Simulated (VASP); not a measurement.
# Ga3Se (Pm-3m) in VASP: a series of runs

Aim: see how the results for Ga3Se move with the level of theory and the settings. Levels: PBE, r2SCAN. Tasks: single point.

Everything below comes from runs of VASP 6.6.1. Logs are shortened: lines on timing, memory, paths and dates and some standing lists are left out, and cuts for length are marked.

## (1) The cell of the first run

It takes space group Pm-3m (No. 221, cubic). Conventional cell: a = 4.341 Å, b = 4.341 Å, c = 4.341 Å, α = 90.00°, β = 90.00°, γ = 90.00°. Within 4.0 Å of Ga (site symmetry 4/mmm) lie 8 Ga at 3.07 Å and 4 Se at 3.07 Å. Se (site symmetry m-3m) has 12 Ga at 3.07 Å within 4.0 Å.

## (2) Single point, PBE (strained)

The input, INCAR:

```
  PREC = Accurate
  ENCUT = 520
  EDIFF = 1E-7
  ISMEAR = 0
  SIGMA = 0.1
  LREAL = F
  LASPH = T
  NELM = 80
  ALGO = Normal
  ISIF = 2
  LWAVE = F
  LCHARG = T
  GGA = PE
  LELF = T
  LVHAR = T
  NBANDS = 30
```

The input, KPOINTS:

```
Automatic mesh
0
Gamma
  10 10 10
```

The input, POSCAR:

```
Ga3Se
1.0
    4.3411562210      0.0000000000      0.0000000000
    0.0000000000      4.3411562210      0.0000000000
    0.0000000000      0.0000000000      4.3411562210
Ga Se
3 1
Direct
    0.0000000000      0.5000000000      0.5000000000
    0.5000000000      0.0000000000      0.5000000000
    0.5000000000      0.5000000000      0.0000000000
    0.0000000000      0.0000000000      0.0000000000
```

Potentials or basis: VASP PAW PBE potentials, release 64 (Ga_d, Se).

Command:

```console
cat potpaw_PBE.64/Ga_d/POTCAR potpaw_PBE.64/Se/POTCAR > POTCAR
mpirun -np 1 vasp_std > vasp.out
```

OUTCAR:

```text
PREC = Accurate
   ENCUT = 520
   EDIFF = 1E-7
   ISMEAR = 0
   LREAL = F
   LASPH = T
   NELM = 80
   ISIF = 2
   GGA = PE

 ion  position               nearest neighbor table
   1  0.000  0.500  0.500-
   2  0.500  0.000  0.500-
   3  0.500  0.500  0.000-
   4  0.000  0.000  0.000-

  LATTYP: Found a simple cubic cell.
 ALAT       =     4.3411562210

  Lattice vectors:

 A1 = (   4.3411562210,   0.0000000000,   0.0000000000)
 A2 = (   0.0000000000,   4.3411562210,   0.0000000000)
 A3 = (   0.0000000000,   0.0000000000,   4.3411562210)

Analysis of symmetry for initial positions (statically):
=====================================================================
 Subroutine PRICEL returns:
 Original cell was already a primitive cell.

 Routine SETGRP: Setting up the symmetry group for a
 simple cubic supercell.

 Subroutine GETGRP returns: Found 48 space group operations
 (whereof 48 operations were pure point group operations)
 out of a pool of 48 trial point group operations.

The static configuration has the point symmetry O_h .

Analysis of symmetry for dynamics (positions and initial velocities):
=====================================================================
 Subroutine PRICEL returns:
 Original cell was already a primitive cell.

 Routine SETGRP: Setting up the symmetry group for a
 simple cubic supercell.

 Subroutine GETGRP returns: Found 48 space group operations
 (whereof 48 operations were pure point group operations)
 out of a pool of 48 trial point group operations.

The dynamic configuration has the point symmetry O_h .

 Subroutine INISYM returns: Found 48 space group operations
 (whereof 48 operations are pure point group operations),
 and found     1 'primitive' translations

----------------------------------------------------------------------------------------

                                     Primitive cell

  volume of cell :      81.8119

  direct lattice vectors                    reciprocal lattice vectors
     4.341156221  0.000000000  0.000000000     0.230353378  0.000000000  0.000000000
     0.000000000  4.341156221  0.000000000     0.000000000  0.230353378  0.000000000
     0.000000000  0.000000000  4.341156221     0.000000000  0.000000000  0.230353378

  length of vectors
     4.341156221  4.341156221  4.341156221     0.230353378  0.230353378  0.230353378

  position of ions in fractional coordinates (direct lattice)
     0.000000000  0.500000000  0.500000000
     0.500000000  0.000000000  0.500000000
     0.500000000  0.500000000  0.000000000
     0.000000000  0.000000000  0.000000000

  ion indices of the primitive-cell ions
   primitive index   ion index
                 1           1
                 2           2
                 3           3
                 4           4

----------------------------------------------------------------------------------------

 KPOINTS: Automatic mesh

Automatic generation of k-mesh.
 Grid dimensions read from file:
 generate k-points for:   10   10   10

 Generating k-lattice:

  Cartesian coordinates                     Fractional coordinates (reciprocal lattice)
     0.023035338  0.000000000  0.000000000     0.100000000  0.000000000  0.000000000
     0.000000000  0.023035338  0.000000000     0.000000000  0.100000000  0.000000000
     0.000000000  0.000000000  0.023035338     0.000000000  0.000000000  0.100000000

  Length of vectors
     0.023035338  0.023035338  0.023035338

  Shift w.r.t. Gamma in fractional coordinates (k-lattice)
     0.000000000  0.000000000  0.000000000

 Subroutine IBZKPT returns following result:
 ===========================================

 Found     56 irreducible k-points:

 Following reciprocal coordinates:
            Coordinates               Weight
  0.000000  0.000000  0.000000      1.000000
  0.100000  0.000000  0.000000      6.000000
  0.200000  0.000000  0.000000      6.000000
  0.300000  0.000000  0.000000      6.000000
  0.400000  0.000000  0.000000      6.000000
  0.500000  0.000000  0.000000      3.000000
[... 16 lines left out ...]
  0.200000  0.100000  0.100000     24.000000
  0.300000  0.100000  0.100000     24.000000
 [... further k-points ...]
   k-points           NKPTS =     56   k-points in BZ     NKDIM =     56   number of bands    NBANDS=     30
   number of dos      NEDOS =    301   number of ions     NIONS =      4
   total plane-waves  NPLWV =  32768
   dimension x,y,z NGX =    32 NGY =   32 NGZ =   32
   dimension x,y,z NGXF=    64 NGYF=   64 NGZF=   64
   ions per type =               3   1
   NGX,Y,Z   is equivalent  to a cutoff of  12.25, 12.25, 12.25 a.u.
   NGXF,Y,Z  is equivalent  to a cutoff of  24.51, 24.51, 24.51 a.u.
 SYSTEM =  unknown system
   PREC   = accura    normal or accurate (medium, high low for compatibility)
   ISTART =      0    job   : 0-new  1-cont  2-samecut
   ICHARG =      2    charge: 1-file 2-atom 10-const
   ISPIN  =      1    spin polarized calculation?
   LNONCOLLINEAR =      F non collinear calculations
   LSORBIT =      F    spin-orbit coupling
   LASPH  =      T    aspherical Exc in radial PAW
   ENCUT  =  520.0 eV  38.22 Ry    6.18 a.u.   8.07  8.07  8.07*2*pi/ulx,y,z
   NELM   =     80;   NELMIN=  2; NELMDL= -5     # of ELM steps
   EDIFF  = 0.1E-06   stopping-criterion for ELM
   LREAL  =      F    real-space projection
   EDIFFG = 0.1E-05   stopping-criterion for IOM
   NSW    =      0    number of steps for IOM
   IBRION =     -1    ionic relax: 0-MD 1-quasi-New 2-CG
   NFREE  =      0    steps in history (QN), initial steepest desc. (CG)
   ISIF   =      2    stress and relaxation
   ISYM   =      2    0-nonsym 1-usesym 2-fastsym
   POTIM  = 0.5000    time-step for ionic-motion
   TEBEG  =    0.0;   TEEND  =   0.0 temperature during run
   PSTRESS=    0.0 pullay stress
   NELECT =      45.0000    total number of electrons
   NUPDOWN=      -1.0000    fix difference up-down
   EMIN   =  10.00;   EMAX   =-10.00  energy-range for DOS
   EFERMI =   0.00;   METHOD = LEGACY
   ISMEAR =     0;   SIGMA  =   0.10  broadening in eV -4-tet -1-fermi 0-gaus
   EFERMI_NEDOS =   21; number of points for ismear=-14 and -15
   IALGO  =     38    algorithm
   IMIX   =      4    mixing-type and parameters
     AMIX     =   0.40;   BMIX     =  1.00
     AMIX_MAG =   1.60;   BMIX_MAG =  1.00
  volume/ion in A,a.u.               =      20.45       138.02
  Fermi-wavevector in a.u.,A,eV,Ry     =   1.341344  2.534773 24.479662  1.799204
  Thomas-Fermi vector in A             =   2.469585
   LORBIT       =      0    0 simple, 1 ext, 2 COOP (PROOUT), +10 PAW based schemes
   GGA     = PE    functional components
   LHFCALC =     F    Hartree Fock is set to
   AEXX    =    0.0000 exact exchange contribution
   IVDW    =     0    specifies the selected vdW correction
   LEPSILON=     F    determine dielectric tensor
   LRPA    =     F    only Hartree local field effects (RPA)
 non-spin polarized calculation
 Gauss-broadening in eV      SIGMA  =   0.10
  energy-cutoff  :      520.00
  volume of cell :       81.81
 maximum number of plane-waves:      2272
   NGX = 17   NGY = 17   NGZ = 17

 number of electron      45.0000081 magnetization

 Free energy of the ion-electron system (eV)
  ---------------------------------------------------
  ext. energy  EPLUGINS =         0.00000000
  ---------------------------------------------------
  free energy    TOTEN  =       -12.39539052 eV

  energy without entropy =      -12.38266748  energy(sigma->0) =      -12.38902900

 E-fermi :   5.1895     XC(G=0): -10.5678

 val. band max:        5.1871798654   @ k =   0.2000   0.1000   0.1000
 cond. band min:       5.2237191868   @ k =   0.2000   0.2000   0.0000
 fundamental gap:      0.0365393214
 Fermi energy:         5.1895417625

 k-point     1 :       0.0000    0.0000    0.0000
  band No.  band energies     occupation
      1      -9.8943      2.00000
      2      -9.8512      2.00000
      3      -9.8512      2.00000
      4      -9.8512      2.00000
      5      -9.7936      2.00000
      6      -9.7936      2.00000
[... 22 lines left out ...]
     29      11.3850      0.00000
     30      12.4440      0.00000

 k-point     2 :       0.1000    0.0000    0.0000
  band No.  band energies     occupation
      1      -9.8858      2.00000
      2      -9.8498      2.00000
      3      -9.8455      2.00000
      4      -9.8455      2.00000
      5      -9.7926      2.00000
      6      -9.7893      2.00000
[... 22 lines left out ...]
     29      11.7350      0.00000
     30      12.5106      0.00000

 k-point     3 :       0.2000    0.0000    0.0000
  band No.  band energies     occupation
      1      -9.8624      2.00000
      2      -9.8459      2.00000
      3      -9.8289      2.00000
      4      -9.8289      2.00000
      5      -9.7901      2.00000
      6      -9.7771      2.00000
[... 22 lines left out ...]
     29      12.3873      0.00000
     30      12.7082      0.00000

 k-point     4 :       0.3000    0.0000    0.0000
  band No.  band energies     occupation
      1      -9.8408      2.00000
      2      -9.8294      2.00000
      3      -9.8033      2.00000
      4      -9.8033      2.00000
      5      -9.7860      2.00000
      6      -9.7593      2.00000
[... 22 lines left out ...]
     29      12.3937      0.00000
     30      12.7154      0.00000

 k-point     5 :       0.4000    0.0000    0.0000
  band No.  band energies     occupation
      1      -9.8364      2.00000
      2      -9.7996      2.00000
      3      -9.7755      2.00000
      4      -9.7732      2.00000
      5      -9.7732      2.00000
      6      -9.7407      2.00000
[... 22 lines left out ...]
     29      11.2415      0.00000
     30      11.9977      0.00000
[... 526 lines left out ...]
     29      10.7909      0.00000
     30      13.1707      0.00000

 k-point    22 :       0.1000    0.1000    0.1000
  band No.  band energies     occupation
      1      -9.8714      2.00000
      2      -9.8422      2.00000
      3      -9.8371      2.00000
      4      -9.8371      2.00000
      5      -9.7853      2.00000
      6      -9.7853      2.00000
[... 22 lines left out ...]
     29      11.9921      0.00000
     30      12.6417      0.00000

 k-point    23 :       0.2000    0.1000    0.1000
  band No.  band energies     occupation
      1      -9.8540      2.00000
      2      -9.8353      2.00000
      3      -9.8233      2.00000
      4      -9.8218      2.00000
      5      -9.7823      2.00000
      6      -9.7720      2.00000
[... 22 lines left out ...]
     29      11.5845      0.00000
     30      12.5580      0.00000

 k-point    24 :       0.3000    0.1000    0.1000
  band No.  band energies     occupation
      1      -9.8357      2.00000
      2      -9.8228      2.00000
      3      -9.8016      2.00000
      4      -9.7950      2.00000
      5      -9.7783      2.00000
      6      -9.7533      2.00000
[... 22 lines left out ...]
     29      10.6146      0.00000
     30      12.8534      0.00000

 [... further k-points ...]

------------------------ aborting loop because EDIFF is reached ----------------------------------------

  FORCE on cell =-STRESS in cart. coord.  units (eV):
  Direction    XX          YY          ZZ          XY          YZ          ZX
  --------------------------------------------------------------------------------------
  -------------------------------------------------------------------------------------
  Total        1.0430835      1.0430835      1.0430835     -0.0000000      0.0000000     -0.0000000
  in kB       20.4274160     20.4274160     20.4274160     -0.0000000      0.0000000     -0.0000000
  external PRESSURE =      20.4274160 kB  Pullay stress =       0.0000000 kB

 VOLUME and BASIS-vectors are now :
 -----------------------------------------------------------------------------
  energy-cutoff  :      520.00
  volume of cell :       81.81
      direct lattice vectors                 reciprocal lattice vectors
     4.341156221  0.000000000  0.000000000     0.230353378  0.000000000  0.000000000
     0.000000000  4.341156221  0.000000000     0.000000000  0.230353378  0.000000000
     0.000000000  0.000000000  4.341156221     0.000000000  0.000000000  0.230353378

 POSITION                                       TOTAL-FORCE (eV/Angst)
 -----------------------------------------------------------------------------------
      0.00000      2.17058      2.17058         0.000000      0.000000      0.000000
      2.17058      0.00000      2.17058         0.000000      0.000000      0.000000
      2.17058      2.17058      0.00000         0.000000      0.000000      0.000000
      0.00000      0.00000      0.00000         0.000000      0.000000      0.000000
 -----------------------------------------------------------------------------------
    total drift:                                0.000000     -0.000000     -0.000000

  FREE ENERGIE OF THE ION-ELECTRON SYSTEM (eV)
  ---------------------------------------------------
  free  energy   TOTEN  =       -12.3953905175 eV

  energy  without entropy=      -12.3826674841  energy(sigma->0) =      -12.38902900
```

It took 60 s on 1 thread of Intel Xeon Platinum 8488C (Sapphire Rapids), shared host; peak memory 0.24 GiB.

What came out:

```yaml
Free_energy: -12.3954 eV
Pressure: 2.0 GPa
Band_gap_on_the_k_mesh: zero (an odd number of electrons rules out a gap without spin polarisation)
```

Caveat: the cell differs from its parent crystal (strained).

## (3) Single point, r2SCAN (strained)

The input, POSCAR:

```
Ga3Se
1.0
    4.3997090836      0.0000000000      0.0000000000
    0.0000000000      4.3997090836      0.0000000000
    0.0000000000      0.0000000000      4.3997090836
Ga Se
3 1
Direct
    0.0000000000      0.5000000000      0.5000000000
    0.5000000000      0.0000000000      0.5000000000
    0.5000000000      0.5000000000      0.0000000000
    0.0000000000      0.0000000000      0.0000000000
```

The input, INCAR.step1:

```
SYSTEM = Ga3Se
ALGO     = Normal         ! electronic algorithm
EDIFF    = 1E-4           ! SCF threshold, eV
ENCUT    = 520            ! plane-wave cutoff, eV
GGA      = PE             ! functional
ISMEAR   = 0              ! smearing method
LASPH    = .TRUE.         ! aspherical terms in the spheres
LCHARG   = .FALSE.        ! write CHGCAR
LREAL    = .FALSE.        ! projectors in reciprocal space
LWAVE    = .TRUE.         ! write WAVECAR
NBANDS   = 30             ! bands
NELM     = 60             ! most SCF steps
PREC     = Accurate       ! precision mode
SIGMA    = 0.1            ! smearing width, eV
```

The input, INCAR.step2:

```
SYSTEM = Ga3Se
ALGO     = Normal         ! electronic algorithm
EDIFF    = 1E-6           ! SCF threshold, eV
ENCUT    = 520            ! plane-wave cutoff, eV
ISIF     = 2              ! what is computed and relaxed
ISMEAR   = 0              ! smearing method
ISTART   = 1            
LASPH    = .TRUE.         ! aspherical terms in the spheres
LCHARG   = .FALSE.        ! write CHGCAR
LMIXTAU  = .TRUE.       
LREAL    = .FALSE.        ! projectors in reciprocal space
LWAVE    = .FALSE.        ! write WAVECAR
METAGGA  = R2SCAN         ! meta-GGA
NBANDS   = 30             ! bands
NELM     = 60             ! most SCF steps
PREC     = Accurate       ! precision mode
SIGMA    = 0.1            ! smearing width, eV
```

The input, KPOINTS:

```
k-points
0
G
  10 10 10
  0 0 0
```

Potentials or basis: VASP PAW PBE potentials, release 64 (Ga_d, Se).

Command:

```console
cat potpaw_PBE.64/Ga_d/POTCAR potpaw_PBE.64/Se/POTCAR > POTCAR
cp INCAR.step1 INCAR
mpirun -np 1 vasp_std > vasp.out
cp INCAR.step2 INCAR
mpirun -np 1 vasp_std > vasp.out
```

Wall time 3.8 min (1 thread of Intel Xeon Platinum 8488C (Sapphire Rapids), shared host); peak memory 0.29 GiB.

It converged, with:

```
Free energy            : -48.2297 eV
Pressure               : -1.0 GPa
Band gap on the k mesh : zero (an odd number of electrons rules out a gap without spin polarisation)
```

Levels at points of the mesh, in eV from the Fermi level:
```csv
k point,band 18,band 19,band 20,band 21,band 22,band 23,band 24,band 25,band 26,band 27
"(0.00, 0.00, 0.00)",-4.08,-4.08,-4.08,-2.81,-2.81,1.64,1.64,1.64,4.70,4.70
"(0.50, 0.00, 0.00)",-5.42,-3.10,-3.10,-2.09,-1.19,-0.33,-0.33,1.36,4.37,4.46
"(0.50, 0.50, 0.00)",-7.22,-6.78,-2.43,-0.72,-0.72,-0.68,1.52,1.76,1.76,1.90
"(0.50, 0.50, 0.50)",-5.28,-5.28,-5.23,-5.23,-5.23,-3.83,4.26,4.26,4.26,9.11
```

Caveat: the cell differs from its parent crystal (strained); the PAW data sets were made with another functional, which shifts forces and pressure a little.

The gap in the log of VASP goes by the Fermi energy; the results here count the filled bands.